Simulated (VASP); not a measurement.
Input of a VASP 6.6.1 run:

File INCAR:

```
SYSTEM = SiC
PREC     = Accurate       ! precision mode
ENCUT    = 520            ! plane-wave cutoff, eV
EDIFF    = 1E-7           ! SCF threshold, eV
ISMEAR   = 0              ! smearing method
SIGMA    = 0.05           ! smearing width, eV
LREAL    = .FALSE.        ! projectors in reciprocal space
LASPH    = .TRUE.         ! aspherical terms in the spheres
NELM     = 60             ! most SCF steps
ALGO     = Normal         ! electronic algorithm
ISIF     = 2              ! what is computed and relaxed
LWAVE    = .FALSE.        ! write WAVECAR
LCHARG   = .FALSE.        ! write CHGCAR
GGA      = PE             ! functional
NBANDS   = 11             ! bands
```

KPOINTS

```
Automatic mesh
0
G
  18 18 18
  0 0 0
```

The input POSCAR:

```
SiC
1.0
    0.0000000000      1.9627148825      1.9627148825
    1.9627148825      0.0000000000      1.9627148825
    1.9627148825      1.9627148825      0.0000000000
Si C
1 1
Direct
    0.0000000000      0.0000000000      0.0000000000
    0.2500000000      0.2500000000      0.2500000000
```

Potentials or basis: VASP PAW PBE potentials, release 64 (Si, C).

Command:

```console
$ cat potpaw_PBE.64/Si/POTCAR potpaw_PBE.64/C/POTCAR > POTCAR
$ mpirun -np 1 vasp_std > vasp.out
```

Q: Predict the band gap on the k mesh.

A: 1.00 eV, indirect (least direct gap 4.77 eV).

Q: What does it give for the pressure?

A: 130.0 GPa.

 A k mesh can miss the band edges.
